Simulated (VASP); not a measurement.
Wanted: the native input for a VASP 6.6.1 run.

| Item | Value |
| --- | --- |
| Task | single point |
| Functional | PBE |
| Potentials or basis | VASP PAW PBE potentials, release 64 (Sn_d, Te) |
| Cutoff | 520 eV |
| k mesh | 6 × 6 × 6 |
| Occupations | gaussian, width 0.1 eV |
| Spin | no spin polarisation |
| Dipole correction | no |
| Further INCAR settings | ALGO = Normal; EDIFF = 1e-06; NBANDS = 42 |

The structure of SnTe3 lies in POSCAR:

```
SnTe3
1.0
    0.0000000000      6.4542411858      6.4542411858
    6.4542411858      0.0000000000      6.4542411858
    6.4542411858      6.4542411858      0.0000000000
Sn Te
2 6
Direct
    0.5000000000      0.5000000000      0.5000000000
    0.7500000000      0.7500000000      0.7500000000
    0.6250000000      0.6250000000      0.6250000000
    0.6250000000      0.6250000000      0.1250000000
    0.6250000000      0.1250000000      0.6250000000
    0.1250000000      0.6250000000      0.6250000000
    0.2500000000      0.2500000000      0.2500000000
    0.0000000000      0.0000000000      0.0000000000
```

The cell was generated, and may not be a known phase.

One way to write it, as run:

INCAR

```
PREC = Accurate
ENCUT = 520
EDIFF = 1E-6
ISMEAR = 0
SIGMA = 0.1
LREAL = False
LASPH = True
NELM = 100
ALGO = Normal
ISIF = 2
LWAVE = False
LCHARG = False
GGA = PE
NBANDS = 42
```

KPOINTS

```
Automatic mesh
0
Gamma
  6 6 6
```

Potentials or basis: VASP PAW PBE potentials, release 64 (Sn_d, Te).

Command:

```console
$ cat potpaw_PBE.64/Sn_d/POTCAR potpaw_PBE.64/Te/POTCAR > POTCAR
$ mpirun -np 1 vasp_std > vasp.out
```

It gave:

```
Pressure               : 0.0 GPa
Band gap on the k mesh : zero (bands 32 and 33 overlap by 0.14 eV)
```

Caveat: semilocal functionals underestimate gaps, and a narrow one can read as zero; spin-orbit coupling is left out, which moves the levels of the heavy elements.

Run time: 11 min on 1 thread of Intel(R) Xeon(R) Platinum 8375C CPU @ 2.90GHz (Ice Lake) (shared host), peak memory 0.85 GiB.
